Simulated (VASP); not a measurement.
A run of VASP 6.6.1 is set up as follows.

INCAR

```
SYSTEM = ScF
ALGO = Normal ; EDIFF = 1E-6
ENCUT = 520 ; GGA = PE
ISIF = 2 ; ISMEAR = 0
IVDW = 12 ; LASPH = .TRUE.
LCHARG = .TRUE. ; LELF = .TRUE.
LREAL = .FALSE. ; LVHAR = .TRUE.
LWAVE = .FALSE. ; NBANDS = 26
NELM = 100 ; PREC = Accurate
SIGMA = 0.1
```

KPOINTS

```
k-points
0
G
  9 9 9
  0 0 0
```

The input POSCAR:

```
ScF
1.0
    1.6563808909      0.9563119533      6.6611317782
   -1.6563808909      0.9563119533      6.6611317782
    0.0000000000     -1.9126239065      6.6611317782
Sc F
2 2
Direct
    0.2299633593      0.2299633593      0.2299633593
    0.7700366407      0.7700366407      0.7700366407
    0.3837687042      0.3837687042      0.3837687042
    0.6162312958      0.6162312958      0.6162312958
```

Potentials or basis: VASP PAW PBE potentials, release 64 (Sc_sv, F).

The run is started by

```bash
$ cat potpaw_PBE.64/Sc_sv/POTCAR potpaw_PBE.64/F/POTCAR > POTCAR
$ mpirun -np 1 vasp_std > vasp.out
```

(1) What does it give for the band gap on the k mesh?

(2) What does it give for the largest force?

(3) Estimate the pressure.

Results:

(1) zero (bands 18 and 19 overlap by 0.52 eV).

(2) 0.043 eV/Å.

(3) 0.2 GPa.
